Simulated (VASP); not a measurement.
# Sb (Im-3m) in VASP: settings compared, part 2 of 2

VASP 6.6.1. The steps go on from the part before.

### 4 Single point, r2SCAN0

This run uses another cell than the first one, of 26.21 Å³/atom.

File POSCAR:

```
Sb
1.0
   -1.8713408863      1.8713408863      1.8713408863
    1.8713408863     -1.8713408863      1.8713408863
    1.8713408863      1.8713408863     -1.8713408863
Sb
1
Direct
    0.0000000000      0.0000000000      0.0000000000
```

File INCAR.step1:

```
SYSTEM = Sb
PREC     = Accurate       ! precision mode
ENCUT    = 440            ! plane-wave cutoff, eV
EDIFF    = 1E-5           ! SCF threshold, eV
ISMEAR   = -1             ! smearing method
SIGMA    = 0.05           ! smearing width, eV
LREAL    = .False.        ! projectors in reciprocal space
LASPH    = .True.         ! aspherical terms in the spheres
NELM     = 120            ! most SCF steps
ALGO     = Normal         ! electronic algorithm
ISIF     = 2              ! what is computed and relaxed
LWAVE    = .True.         ! write WAVECAR
LCHARG   = .False.        ! write CHGCAR
GGA      = PE             ! functional
NBANDS   = 14             ! bands
GGA_COMPAT= .False.
```

File INCAR.step2:

```
SYSTEM = Sb
PREC     = Accurate       ! precision mode
ENCUT    = 440            ! plane-wave cutoff, eV
EDIFF    = 1E-6           ! SCF threshold, eV
ISMEAR   = -1             ! smearing method
SIGMA    = 0.05           ! smearing width, eV
LREAL    = .False.        ! projectors in reciprocal space
LASPH    = .True.         ! aspherical terms in the spheres
NELM     = 120            ! most SCF steps
ALGO     = Normal         ! electronic algorithm
ISIF     = 2              ! what is computed and relaxed
LWAVE    = .False.        ! write WAVECAR
LCHARG   = .False.        ! write CHGCAR
METAGGA  = R2SCAN         ! meta-GGA
LHFCALC  = .True.         ! exact exchange
AEXX     = 0.25           ! exact-exchange fraction
LMIXTAU  = .True.       
PRECFOCK = Normal       
ISTART   = 1            
NBANDS   = 14             ! bands
GGA_COMPAT= .False.
```

File KPOINTS:

```
Automatic mesh
0
Gamma
  5 5 5
  0 0 0
```

Started as:

```bash
$ cat potpaw_PBE.64/Sb_d_GW/POTCAR > POTCAR
$ cp INCAR.step1 INCAR
$ mpirun -np 1 vasp_std > vasp.out
$ cp INCAR.step2 INCAR
$ mpirun -np 1 vasp_std > vasp.out
```

Wall time 11 min (1 thread of Intel Xeon Platinum 8175M at 2.50GHz (Skylake/Cascade Lake), shared host); peak memory 0.16 GiB.

The run converged. Its results:

```yaml
Free_energy: -21.3188 eV
Pressure: -2.4 GPa
Band_gap_on_the_k_mesh: zero (an odd number of electrons rules out a gap without spin polarisation)
```

Levels at points of the mesh, in eV from the Fermi level:
```csv
k point,band 3,band 4,band 5,band 6,band 7,band 8,band 9,band 10,band 11,band 12
"(0.00, 0.00, 0.00)",-32.86,-32.76,-32.76,-15.47,7.08,7.08,7.08,13.00,13.00,13.00
```

Caveat: the k points lie up to 0.47 Å⁻¹ apart, too coarse for converged energies and pressures of a metal; the PAW data sets were made with another functional, which shifts forces and pressure a little; spin-orbit coupling is left out, which moves the levels of the heavy elements; an odd number of electrons without spin polarisation forces a metal; a magnetic or distorted state may lie lower.

### 5 Single point, PBEsol-based screened hybrid with 25 % exact exchange

This run uses another cell than the first one, of 26.21 Å³/atom.

POSCAR is that of step 4.

File INCAR.step1:

```
SYSTEM = Sb
ALGO     = Normal         ! electronic algorithm
EDIFF    = 1E-5           ! SCF threshold, eV
ENCUT    = 400            ! plane-wave cutoff, eV
GGA      = PE             ! functional
GGA_COMPAT= .False.      
ISIF     = 2              ! what is computed and relaxed
ISMEAR   = -1             ! smearing method
LASPH    = .True.         ! aspherical terms in the spheres
LREAL    = .False.        ! projectors in reciprocal space
LWAVE    = .True.         ! write WAVECAR
NBANDS   = 14             ! bands
NELM     = 120            ! most SCF steps
PREC     = Accurate       ! precision mode
SIGMA    = 0.05           ! smearing width, eV
```

File INCAR.step2:

```
SYSTEM = Sb
AEXX     = 0.25           ! exact-exchange fraction
ALGO     = Normal         ! electronic algorithm
EDIFF    = 1E-6           ! SCF threshold, eV
ENCUT    = 400            ! plane-wave cutoff, eV
GGA      = PS             ! functional
GGA_COMPAT= .False.      
HFSCREEN = 0.207          ! screening, 1/A
ISIF     = 2              ! what is computed and relaxed
ISMEAR   = -1             ! smearing method
ISTART   = 1            
LASPH    = .True.         ! aspherical terms in the spheres
LCHARG   = .True.         ! write CHGCAR
LELF     = .True.         ! ELF
LHFCALC  = .True.         ! exact exchange
LREAL    = .False.        ! projectors in reciprocal space
LVHAR    = .True.       
LWAVE    = .False.        ! write WAVECAR
NBANDS   = 14             ! bands
NELM     = 120            ! most SCF steps
PREC     = Accurate       ! precision mode
PRECFOCK = Normal       
SIGMA    = 0.05           ! smearing width, eV
```

File KPOINTS:

```
k-points
0
Gamma
  5 5 5
  0 0 0
```

Started as:

```bash
$ cat potpaw_PBE.64/Sb_d_GW/POTCAR > POTCAR
$ cp INCAR.step1 INCAR
$ mpirun -np 1 vasp_std > vasp.out
$ cp INCAR.step2 INCAR
$ mpirun -np 1 vasp_std > vasp.out
```

Wall time 2.3 min (1 thread of Intel Xeon Platinum 8488C (Sapphire Rapids), shared host); peak memory 0.24 GiB.

Results (log left out):

```
Free energy            : -4.9069 eV
Pressure               : -3.2 GPa
Band gap on the k mesh : zero (an odd number of electrons rules out a gap without spin polarisation)
```

Levels at points of the mesh, in eV from the Fermi level:
```csv
k point,band 5,band 6,band 7,band 8,band 9,band 10
"(0.00, 0.00, 0.00)",-31.82,-14.73,6.28,6.28,6.28,12.12
```

Caveat: the k points lie up to 0.47 Å⁻¹ apart, too coarse for converged energies and pressures of a metal; the PAW data sets were made with another functional, which shifts forces and pressure a little; spin-orbit coupling is left out, which moves the levels of the heavy elements; an odd number of electrons without spin polarisation forces a metal; a magnetic or distorted state may lie lower.

### 6 Summary

| level | cell | cutoff (eV) | screening parameter | gap on the mesh (eV) | pressure (GPa) |
| --- | --- | --- | --- | --- | --- |
| HSE06 | a = 3.227 Å, angles 109.5°, 1 atom | 400 | 0.2079 1/Å | none | -0.5 |
| PBEsol-based screened hybrid with 25 % exact exchange | a = 3.197 Å, angles 109.5°, 1 atom | 400 | 0.207 1/Å | none | -0.5 |
| r2SCAN0 | a = 3.241 Å, angles 109.5°, 1 atom | 440 | - | none | -2.4 |
| PBEsol-based screened hybrid with 25 % exact exchange | a = 3.241 Å, angles 109.5°, 1 atom | 400 | 0.207 1/Å | none | -3.2 |

Alike in all rows: task single point; potentials or basis VASP PAW PBE potentials, release 64 (Sb_d_GW); no spin polarisation; k mesh 5 × 5 × 5; smearing fermi-dirac 0.05 eV.

Caveats: all runs use coarse meshes; the PAW data sets were made with another functional, which shifts forces and pressure a little; spin-orbit coupling is left out, which moves the levels of the heavy elements; an odd number of electrons without spin polarisation forces a metal; a magnetic or distorted state may lie lower.

Absolute energies hang on the potentials; compare differences alone.
